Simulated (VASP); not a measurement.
# Pt (Fm-3m) in VASP: further runs

Pt is run at these levels: PBE, r2SCAN; tasks: single point.

Program: VASP 6.6.1. These are calculated values, not measurements. Logs are shortened: lines on timing, memory, paths and dates and some standing lists are left out, and cuts for length are marked.

### 1 The cell of the first run

The structure is cubic, space group Fm-3m (No. 225). The conventional cell has a = 4.049 Å, b = 4.049 Å, c = 4.049 Å, α = 90.00°, β = 90.00°, γ = 90.00°. Pt (site symmetry m-3m) has 12 Pt at 2.86 Å within 3.8 Å.

### 2 Single point, PBE

Input file INCAR:

```
SYSTEM = Pt
  PREC = Accurate
  ENCUT = 520
  EDIFF = 1E-7
  ISMEAR = -1
  SIGMA = 0.06122561905347299
  LREAL = .False.
  LASPH = .True.
  NELM = 60
  ALGO = Normal
  ISIF = 2
  LWAVE = .False.
  LCHARG = .True.
  GGA = PE
  LELF = .True.
  LVHAR = .True.
  NBANDS = 11
```

Input file KPOINTS:

```
Automatic mesh
0
Gamma
  16 16 16
  0 0 0
```

Input file POSCAR:

```
Pt
1.0
    0.0000000000      2.0244875964      2.0244875964
    2.0244875964      0.0000000000      2.0244875964
    2.0244875964      2.0244875964      0.0000000000
Pt
1
Direct
    0.0000000000      0.0000000000      0.0000000000
```

Potentials or basis: VASP PAW PBE potentials, release 64 (Pt).

Run with:

```bash
cat potpaw_PBE.64/Pt/POTCAR > POTCAR
mpirun -np 1 vasp_std > vasp.out
```

OUTCAR:

```text
SYSTEM = Pt
   PREC = Accurate
   ENCUT = 520
   EDIFF = 1E-7
   ISMEAR = -1
   LREAL = .False.
   LASPH = .True.
   NELM = 60
   ISIF = 2
   GGA = PE

 ion  position               nearest neighbor table
   1  0.000  0.000  0.000-

  LATTYP: Found a face centered cubic cell.
 ALAT       =     4.0489751928

  Lattice vectors:

 A1 = (   0.0000000000,   2.0244875964,   2.0244875964)
 A2 = (   2.0244875964,   0.0000000000,   2.0244875964)
 A3 = (   2.0244875964,   2.0244875964,   0.0000000000)

Analysis of symmetry for initial positions (statically):
=====================================================================
 Subroutine PRICEL returns:
 Original cell was already a primitive cell.

 Routine SETGRP: Setting up the symmetry group for a
 face centered cubic supercell.

 Subroutine GETGRP returns: Found 48 space group operations
 (whereof 48 operations were pure point group operations)
 out of a pool of 48 trial point group operations.

The static configuration has the point symmetry O_h .

Analysis of symmetry for dynamics (positions and initial velocities):
=====================================================================
 Subroutine PRICEL returns:
 Original cell was already a primitive cell.

 Routine SETGRP: Setting up the symmetry group for a
 face centered cubic supercell.

 Subroutine GETGRP returns: Found 48 space group operations
 (whereof 48 operations were pure point group operations)
 out of a pool of 48 trial point group operations.

The dynamic configuration has the point symmetry O_h .

 Subroutine INISYM returns: Found 48 space group operations
 (whereof 48 operations are pure point group operations),
 and found     1 'primitive' translations

----------------------------------------------------------------------------------------

                                     Primitive cell

  volume of cell :      16.5949

  direct lattice vectors                    reciprocal lattice vectors
     0.000000000  2.024487596  2.024487596    -0.246976075  0.246976075  0.246976075
     2.024487596  0.000000000  2.024487596     0.246976075 -0.246976075  0.246976075
     2.024487596  2.024487596  0.000000000     0.246976075  0.246976075 -0.246976075

  length of vectors
     2.863057816  2.863057816  2.863057816     0.427775110  0.427775110  0.427775110

  position of ions in fractional coordinates (direct lattice)
     0.000000000  0.000000000  0.000000000

  ion indices of the primitive-cell ions
   primitive index   ion index
                 1           1

----------------------------------------------------------------------------------------

 KPOINTS: Automatic mesh

Automatic generation of k-mesh.
 Grid dimensions read from file:
 generate k-points for:   16   16   16

 Generating k-lattice:

  Cartesian coordinates                     Fractional coordinates (reciprocal lattice)
    -0.015436005  0.015436005  0.015436005     0.062500000  0.000000000  0.000000000
     0.015436005 -0.015436005  0.015436005     0.000000000  0.062500000  0.000000000
     0.015436005  0.015436005 -0.015436005     0.000000000  0.000000000  0.062500000

  Length of vectors
     0.026735944  0.026735944  0.026735944

  Shift w.r.t. Gamma in fractional coordinates (k-lattice)
     0.000000000  0.000000000  0.000000000

 Subroutine IBZKPT returns following result:
 ===========================================

 Found    145 irreducible k-points:

 Following reciprocal coordinates:
            Coordinates               Weight
  0.000000  0.000000  0.000000      1.000000
  0.062500  0.000000  0.000000      8.000000
  0.125000  0.000000  0.000000      8.000000
  0.187500  0.000000  0.000000      8.000000
  0.250000  0.000000  0.000000      8.000000
  0.312500  0.000000  0.000000      8.000000
[... 16 lines left out ...]
 -0.125000  0.062500  0.000000     24.000000
 -0.062500  0.062500  0.000000     12.000000
 [... further k-points ...]
   k-points           NKPTS =    145   k-points in BZ     NKDIM =    145   number of bands    NBANDS=     11
   number of dos      NEDOS =    301   number of ions     NIONS =      1
   total plane-waves  NPLWV =  13824
   dimension x,y,z NGX =    24 NGY =   24 NGZ =   24
   dimension x,y,z NGXF=    48 NGYF=   48 NGZF=   48
   ions per type =               1
   NGX,Y,Z   is equivalent  to a cutoff of  13.94, 13.94, 13.94 a.u.
   NGXF,Y,Z  is equivalent  to a cutoff of  27.87, 27.87, 27.87 a.u.
 SYSTEM =  Pt
   PREC   = accura    normal or accurate (medium, high low for compatibility)
   ISTART =      0    job   : 0-new  1-cont  2-samecut
   ICHARG =      2    charge: 1-file 2-atom 10-const
   ISPIN  =      1    spin polarized calculation?
   LNONCOLLINEAR =      F non collinear calculations
   LSORBIT =      F    spin-orbit coupling
   LASPH  =      T    aspherical Exc in radial PAW
   ENCUT  =  520.0 eV  38.22 Ry    6.18 a.u.   5.32  5.32  5.32*2*pi/ulx,y,z
   NELM   =     60;   NELMIN=  2; NELMDL= -5     # of ELM steps
   EDIFF  = 0.1E-06   stopping-criterion for ELM
   LREAL  =      F    real-space projection
   EDIFFG = 0.1E-05   stopping-criterion for IOM
   NSW    =      0    number of steps for IOM
   IBRION =     -1    ionic relax: 0-MD 1-quasi-New 2-CG
   NFREE  =      0    steps in history (QN), initial steepest desc. (CG)
   ISIF   =      2    stress and relaxation
   ISYM   =      2    0-nonsym 1-usesym 2-fastsym
   POTIM  = 0.5000    time-step for ionic-motion
   TEBEG  =    0.0;   TEEND  =   0.0 temperature during run
   PSTRESS=    0.0 pullay stress
   NELECT =      10.0000    total number of electrons
   NUPDOWN=      -1.0000    fix difference up-down
   EMIN   =  10.00;   EMAX   =-10.00  energy-range for DOS
   EFERMI =   0.00;   METHOD = LEGACY
   ISMEAR =    -1;   SIGMA  =   0.06  broadening in eV -4-tet -1-fermi 0-gaus
   EFERMI_NEDOS =   21; number of points for ismear=-14 and -15
   IALGO  =     38    algorithm
   IMIX   =      4    mixing-type and parameters
     AMIX     =   0.40;   BMIX     =  1.00
     AMIX_MAG =   1.60;   BMIX_MAG =  1.00
  volume/ion in A,a.u.               =      16.59       111.99
  Fermi-wavevector in a.u.,A,eV,Ry     =   1.382769  2.613055 26.015030  1.912051
  Thomas-Fermi vector in A             =   2.507430
   LORBIT       =      0    0 simple, 1 ext, 2 COOP (PROOUT), +10 PAW based schemes
   GGA     = PE    functional components
   LHFCALC =     F    Hartree Fock is set to
   AEXX    =    0.0000 exact exchange contribution
   IVDW    =     0    specifies the selected vdW correction
   LEPSILON=     F    determine dielectric tensor
   LRPA    =     F    only Hartree local field effects (RPA)
 non-spin polarized calculation
  energy-cutoff  :      520.00
  volume of cell :       16.59
 maximum number of plane-waves:       462
 NGX is ok and might be reduce to    24
   NGX = 11   NGY = 11   NGZ = 11

 number of electron      10.0000000 magnetization

 number of electron       9.9999999 magnetization

 Free energy of the ion-electron system (eV)
  ---------------------------------------------------
  ext. energy  EPLUGINS =         0.00000000
  ---------------------------------------------------
  free energy    TOTEN  =        -6.06841925 eV

  energy without entropy =       -6.04024450  energy(sigma->0) =       -6.05433188

 E-fermi :   9.4958     XC(G=0): -12.9224

 val. band max:        9.4882742128   @ k =  -0.2500   0.1250   0.0000
 cond. band min:       9.4978899008   @ k =   0.5000   0.5000   0.0000
 fundamental gap:      0.0096156880
 Fermi energy:         9.4958158090

 k-point     1 :       0.0000    0.0000    0.0000
  band No.  band energies     occupation
      1       0.3350      2.00000
      2       6.2725      2.00000
      3       6.2725      2.00000
      4       6.2725      2.00000
      5       8.1101      2.00000
      6       8.1101      2.00000
      7      24.3734      0.00000
      8      28.8042      0.00000
      9      28.8042      0.00000
     10      28.8042      0.00000
     11      33.8127      0.00000

 k-point     2 :       0.0625    0.0000    0.0000
  band No.  band energies     occupation
      1       0.4783      2.00000
      2       6.2142      2.00000
      3       6.3268      2.00000
      4       6.3268      2.00000
      5       8.0820      2.00000
      6       8.0820      2.00000
      7      24.5782      0.00000
      8      27.9881      0.00000
      9      29.0073      0.00000
     10      29.0073      0.00000
     11      34.6200      0.00000

 k-point     3 :       0.1250    0.0000    0.0000
  band No.  band energies     occupation
      1       0.8933      2.00000
      2       6.0706      2.00000
      3       6.4627      2.00000
      4       6.4627      2.00000
      5       8.0301      2.00000
      6       8.0301      2.00000
      7      25.0921      0.00000
      8      26.3531      0.00000
      9      29.5863      0.00000
     10      29.5863      0.00000
     11      34.4430      0.00000

 k-point     4 :       0.1875    0.0000    0.0000
  band No.  band energies     occupation
      1       1.5240      2.00000
      2       5.9365      2.00000
      3       6.5902      2.00000
      4       6.5902      2.00000
      5       8.0561      2.00000
      6       8.0561      2.00000
      7      24.3436      0.00000
      8      25.7374      0.00000
      9      30.4253      0.00000
     10      30.4253      0.00000
     11      32.7412      0.00000

 k-point     5 :       0.2500    0.0000    0.0000
  band No.  band energies     occupation
      1       2.2377      2.00000
      2       5.9827      2.00000
      3       6.5987      2.00000
      4       6.5987      2.00000
      5       8.2747      2.00000
      6       8.2747      2.00000
      7      22.2316      0.00000
      8      25.7422      0.00000
      9      31.0545      0.00000
     10      31.0545      0.00000
     11      32.2410      0.00000
[... 211 lines left out ...]
 k-point    21 :      -0.2500    0.0625    0.0000
  band No.  band energies     occupation
      1       2.5771      2.00000
      2       5.9413      2.00000
      3       6.5701      2.00000
      4       6.6537      2.00000
      5       8.0894      2.00000
      6       8.7804      1.99998
      7      21.5470      0.00000
      8      25.6740      0.00000
      9      29.1215      0.00000
     10      31.4045      0.00000
     11      32.5559      0.00000

 k-point    22 :      -0.1875    0.0625    0.0000
  band No.  band energies     occupation
      1       1.8822      2.00000
      2       5.8219      2.00000
      3       6.6388      2.00000
      4       6.6898      2.00000
      5       7.8200      2.00000
      6       8.4049      2.00000
      7      23.7365      0.00000
      8      25.9089      0.00000
      9      29.3397      0.00000
     10      31.3951      0.00000
     11      31.8058      0.00000

 k-point    23 :      -0.1250    0.0625    0.0000
  band No.  band energies     occupation
      1       1.2053      2.00000
      2       5.9379      2.00000
      3       6.5626      2.00000
      4       6.5810      2.00000
      5       7.8190      2.00000
      6       8.2060      2.00000
      7      25.3713      0.00000
      8      25.7856      0.00000
      9      28.9162      0.00000
     10      30.5688      0.00000
     11      33.1384      0.00000

 k-point    24 :      -0.0625    0.0625    0.0000
  band No.  band energies     occupation
      1       0.7130      2.00000
      2       6.1053      2.00000
      3       6.4025      2.00000
      4       6.4404      2.00000
      5       7.9518      2.00000
      6       8.1356      2.00000
      7      24.8963      0.00000
      8      27.2113      0.00000
      9      28.7551      0.00000
     10      29.6104      0.00000
     11      35.0233      0.00000

 [... further k-points ...]
[... 5 lines left out ...]
  --------------------------------------------------------------------------------------
  -------------------------------------------------------------------------------------
  Total       -1.3256745     -1.3256745     -1.3256745      0.0000000     -0.0000000      0.0000000
  in kB     -127.9888475   -127.9888475   -127.9888475      0.0000000     -0.0000000      0.0000000
  external PRESSURE =    -127.9888475 kB  Pullay stress =       0.0000000 kB

 VOLUME and BASIS-vectors are now :
 -----------------------------------------------------------------------------
  energy-cutoff  :      520.00
  volume of cell :       16.59
      direct lattice vectors                 reciprocal lattice vectors
     0.000000000  2.024487596  2.024487596    -0.246976075  0.246976075  0.246976075
     2.024487596  0.000000000  2.024487596     0.246976075 -0.246976075  0.246976075
     2.024487596  2.024487596  0.000000000     0.246976075  0.246976075 -0.246976075

 POSITION                                       TOTAL-FORCE (eV/Angst)
 -----------------------------------------------------------------------------------
      0.00000      0.00000      0.00000        -0.000000      0.000000     -0.000000
 -----------------------------------------------------------------------------------
    total drift:                               -0.000000      0.000000     -0.000000

  FREE ENERGIE OF THE ION-ELECTRON SYSTEM (eV)
  ---------------------------------------------------
  free  energy   TOTEN  =        -6.0684192507 eV

  energy  without entropy=       -6.0402445043  energy(sigma->0) =       -6.05433188
```

Run time: 14 s. Hardware: 1 thread of Intel Xeon Platinum 8488C (Sapphire Rapids), shared host; peak memory 0.16 GiB.

Results:

- Free energy: -6.0684 eV
- Pressure: -12.8 GPa
- Band gap on the k mesh: zero (band 5 reaches 9.91 eV, above the bottom of band 6 at 8.03 eV)

Caveat: spin-orbit coupling is left out, which moves the levels of the heavy elements.

### 3 Single point, r2SCAN

This run uses another cell than the first one, of 14.40 Å³/atom, 0.868 times its volume.

Input file POSCAR:

```
Pt
1.0
    0.0000000000      1.9311193148      1.9311193148
    1.9311193148      0.0000000000      1.9311193148
    1.9311193148      1.9311193148      0.0000000000
Pt
1
Direct
    0.0000000000      0.0000000000      0.0000000000
```

Input file INCAR.step1:

```
PREC = Accurate ; ENCUT = 520
ISMEAR = -1 ; SIGMA = 0.1
LREAL = F ; LASPH = T
NELM = 100 ; NBANDS = 11
GGA = PE ; ALGO = Normal
EDIFF = 1E-4 ; LWAVE = T
LCHARG = F
```

Input file INCAR.step2:

```
PREC = Accurate ; ENCUT = 520
EDIFF = 1E-6 ; ISMEAR = -1
SIGMA = 0.1 ; LREAL = F
LASPH = T ; NELM = 100
ALGO = Normal ; ISIF = 2
LWAVE = F ; LCHARG = F
METAGGA = R2SCAN ; LMIXTAU = T
NBANDS = 11 ; ISTART = 1
```

Input file KPOINTS:

```
Automatic mesh
0
Gamma
  15 15 15
```

Potentials or basis: VASP PAW PBE potentials, release 64 (Pt).

Run with:

```bash
cat potpaw_PBE.64/Pt/POTCAR > POTCAR
cp INCAR.step1 INCAR
mpirun -np 1 vasp_std > vasp.out
cp INCAR.step2 INCAR
mpirun -np 1 vasp_std > vasp.out
```

It took 44 s on 1 thread of Intel Xeon Platinum 8488C (Sapphire Rapids), shared host; peak memory 0.14 GiB.

The run converged. Its results:

```
Free energy            : -51.4697 eV
Pressure               : 20.6 GPa
Band gap on the k mesh : zero (band 5 reaches 12.45 eV, above the bottom of band 6 at 9.93 eV)
```

Levels at points of the mesh, in eV from the Fermi level:
```
           k point  band 2  band 3  band 4  band 5  band 6  band 7  band 8  band 9
(0.00, 0.00, 0.00)   -4.24   -4.24   -4.24   -1.90   -1.90   15.31   20.76   20.76
```

Caveat: the PAW data sets were made with another functional, which shifts forces and pressure a little; spin-orbit coupling is left out, which moves the levels of the heavy elements.

### 4 Single point, r2SCAN

This run uses another cell than the first one, of 14.40 Å³/atom, 0.868 times its volume.

POSCAR is that of step 3.

Input file INCAR.step1:

```
SYSTEM = Pt
ALGO = Normal ; EDIFF = 1E-4
ENCUT = 520 ; GGA = PE
ISMEAR = -1 ; LASPH = .TRUE.
LCHARG = .FALSE. ; LREAL = .FALSE.
LWAVE = .TRUE. ; NBANDS = 11
NELM = 60 ; PREC = Accurate
SIGMA = 0.1
```

Input file INCAR.step2:

```
SYSTEM = Pt
ALGO = Normal ; EDIFF = 1E-7
ENCUT = 520 ; ISIF = 2
ISMEAR = -1 ; ISTART = 1
LASPH = .TRUE. ; LCHARG = .FALSE.
LMIXTAU = .TRUE. ; LREAL = .FALSE.
LWAVE = .FALSE. ; METAGGA = R2SCAN
NBANDS = 11 ; NELM = 60
PREC = Accurate ; SIGMA = 0.1
```

Input file KPOINTS:

```
k-points
0
G
  15 15 15
  0 0 0
```

Run with:

```bash
cat potpaw_PBE.64/Pt/POTCAR > POTCAR
cp INCAR.step1 INCAR
mpirun -np 1 vasp_std > vasp.out
cp INCAR.step2 INCAR
mpirun -np 1 vasp_std > vasp.out
```

Run time: 45 s. Hardware: 1 thread of Intel Xeon Platinum 8488C (Sapphire Rapids), shared host; peak memory 0.14 GiB.

Results (log left out):

* Free energy: -51.4697 eV
* Pressure: 20.6 GPa
* Band gap on the k mesh: zero (band 5 reaches 12.45 eV, above the bottom of band 6 at 9.93 eV)

Levels at points of the mesh, in eV from the Fermi level:
```tsv
k point	band 1	band 2	band 3	band 4	band 5	band 6	band 7	band 8	band 9	band 10
(0.00, 0.00, 0.00)	-11.07	-4.24	-4.24	-4.24	-1.90	-1.90	15.31	20.76	20.76	20.76
```

Caveat: the PAW data sets were made with another functional, which shifts forces and pressure a little; spin-orbit coupling is left out, which moves the levels of the heavy elements.

### 5 Single point, r2SCAN

This run uses another cell than the first one, of 14.87 Å³/atom, 0.896 times its volume.

Input file POSCAR:

```
Pt
1.0
    0.0000000000      1.9518856309      1.9518856309
    1.9518856309      0.0000000000      1.9518856309
    1.9518856309      1.9518856309      0.0000000000
Pt
1
Direct
    0.0000000000      0.0000000000      0.0000000000
```

Input file INCAR.step1:

```
ALGO     = Normal         # electronic algorithm
EDIFF    = 1E-4           # SCF threshold, eV
ENCUT    = 520            # plane-wave cutoff, eV
GGA      = PE             # functional
ISMEAR   = -1             # smearing method
LASPH    = True           # aspherical terms in the spheres
LCHARG   = False          # write CHGCAR
LREAL    = False          # projectors in reciprocal space
LWAVE    = True           # write WAVECAR
NBANDS   = 11             # bands
NELM     = 60             # most SCF steps
PREC     = Accurate       # precision mode
SIGMA    = 0.1            # smearing width, eV
```

Input file INCAR.step2:

```
ALGO     = Normal         # electronic algorithm
EDIFF    = 1E-6           # SCF threshold, eV
ENCUT    = 520            # plane-wave cutoff, eV
ISIF     = 2              # what is computed and relaxed
ISMEAR   = -1             # smearing method
ISTART   = 1            
LASPH    = True           # aspherical terms in the spheres
LCHARG   = False          # write CHGCAR
LMIXTAU  = True         
LREAL    = False          # projectors in reciprocal space
LWAVE    = False          # write WAVECAR
METAGGA  = R2SCAN         # meta-GGA
NBANDS   = 11             # bands
NELM     = 60             # most SCF steps
PREC     = Accurate       # precision mode
SIGMA    = 0.1            # smearing width, eV
```

Input file KPOINTS:

```
k-points
0
Gamma
  15 15 15
```

Run with:

```bash
cat potpaw_PBE.64/Pt/POTCAR > POTCAR
cp INCAR.step1 INCAR
mpirun -np 1 vasp_std > vasp.out
cp INCAR.step2 INCAR
mpirun -np 1 vasp_std > vasp.out
```

It took 49 s on 1 thread of Intel Xeon Platinum 8488C (Sapphire Rapids), shared host; peak memory 0.16 GiB.

The run converged. Its results:

| Property | Result |
| --- | --- |
| Free energy | -51.5133 eV |
| Pressure | 9.4 GPa |
| Band gap on the k mesh | zero (band 5 reaches 11.77 eV, above the bottom of band 6 at 9.39 eV) |

Levels at points of the mesh, in eV from the Fermi level:
| k point | band 3 | band 4 | band 5 | band 6 | band 7 | band 8 |
| --- | --- | --- | --- | --- | --- | --- |
| (0.00, 0.00, 0.00) | -4.02 | -4.02 | -1.80 | -1.80 | 15.42 | 20.67 |

Caveat: the PAW data sets were made with another functional, which shifts forces and pressure a little; spin-orbit coupling is left out, which moves the levels of the heavy elements.

### 6 Overview

| level | cell | k mesh | smearing | gap on the mesh (eV) | pressure (GPa) |
| --- | --- | --- | --- | --- | --- |
| PBE | a = 2.863 Å, angles 60.0°, 1 atom | 16 × 16 × 16 | fermi-dirac 0.0612256 eV | none | -12.8 |
| r2SCAN | a = 2.731 Å, angles 60.0°, 1 atom | 15 × 15 × 15 | fermi-dirac 0.1 eV | none | 20.6 |
| r2SCAN | a = 2.760 Å, angles 60.0°, 1 atom | 15 × 15 × 15 | fermi-dirac 0.1 eV | none | 9.4 |

Alike in all rows: task single point; potentials or basis VASP PAW PBE potentials, release 64 (Pt); no spin polarisation; cutoff (eV) 520.

Caveats: spin-orbit coupling is left out, which moves the levels of the heavy elements; the PAW data sets were made with another functional, which shifts forces and pressure a little (some runs).

Absolute energies hang on the potentials; compare differences alone.
